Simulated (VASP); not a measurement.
A run of VASP 6.6.1:

File INCAR:

```
SYSTEM = HgTe
ALGO = Normal ; EDIFF = 1E-6
ENCUT = 520 ; GGA = PS
ISIF = 2 ; ISMEAR = 0
LASPH = .True. ; LCHARG = .False.
LREAL = .False. ; LWAVE = .False.
NBANDS = 16 ; NELM = 100
PREC = Accurate ; SIGMA = 0.1
```

Contents of KPOINTS:

```
k-points
0
Gamma
  12 12 12
  0 0 0
```

The input POSCAR:

```
HgTe
1.0
    0.0000000000      2.8779325538      2.8779325538
    2.8779325538      0.0000000000      2.8779325538
    2.8779325538      2.8779325538      0.0000000000
Hg Te
1 1
Direct
    0.0000000000      0.0000000000      0.0000000000
    0.2500000000      0.2500000000      0.2500000000
```

Potentials or basis: VASP PAW PBE potentials, release 64 (Hg, Te).

Launch:

```bash
$ cat potpaw_PBE.64/Hg/POTCAR potpaw_PBE.64/Te/POTCAR > POTCAR
$ mpirun -np 1 vasp_std > vasp.out
```

Hardware: 1 thread of Intel(R) Xeon(R) Platinum 8259CL CPU @ 2.50GHz (Skylake/Cascade Lake) (shared host).

Question: Estimate the wall time of this run.

Answer: Wall time 75 s on 1 thread of Intel(R) Xeon(R) Platinum 8259CL CPU @ 2.50GHz (Skylake/Cascade Lake), with other jobs on the host, peak memory 0.21 GiB. Counts: scf iterations 12, k points 72.
